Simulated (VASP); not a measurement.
Ti, 3 atoms in the cell. The structure is hexagonal, space group P6/mmm (No. 191). Conventional cell: a = 4.584 Å, b = 4.584 Å, c = 2.846 Å, α = 90.00°, β = 90.00°, γ = 120.00°. Within 3.8 Å of Ti (site symmetry 6/mmm) lie 14 Ti at 2.85 to 3.01 Å. Ti (site symmetry -6m2) has 11 Ti at 2.65 to 3.01 Å within 3.5 Å. This isn't the form of Ti at room conditions, which is hcp.

| Property | Result |
| --- | --- |
| Program | VASP 6.6.1 |
| Task | relaxation of shape and atoms at fixed volume |
| Functional | LDA |
| Potentials or basis | VASP PAW LDA potentials, release 64 (Ti_sv) |
| Cutoff | 600 eV |
| k mesh | 12 × 12 × 14 |
| Occupations | gaussian, width 0.1 eV |
| Spin | no spin polarisation |
| Dipole correction | no |
| Further INCAR settings | ALGO = Fast; EDIFF = 1e-06; IBRION = 2; EDIFFG = -0.01; NSW = 50; ISIF = 4 |

Potentials or basis: VASP PAW LDA potentials, release 64 (Ti_sv).

The run is started by

```sh
$ cat potpaw_LDA.64/Ti_sv/POTCAR > POTCAR
$ mpirun -np 1 vasp_std > vasp.out
```

Hardware: 1 thread of Intel(R) Xeon(R) 6975P-C (Granite Rapids) (shared host).

Estimate the wall time of this run.

Run time: 6.3 min on 1 thread of Intel(R) Xeon(R) 6975P-C (Granite Rapids) (shared host), peak memory 0.27 GiB. Counts: scf iterations 44, k points 152, ion steps 1.
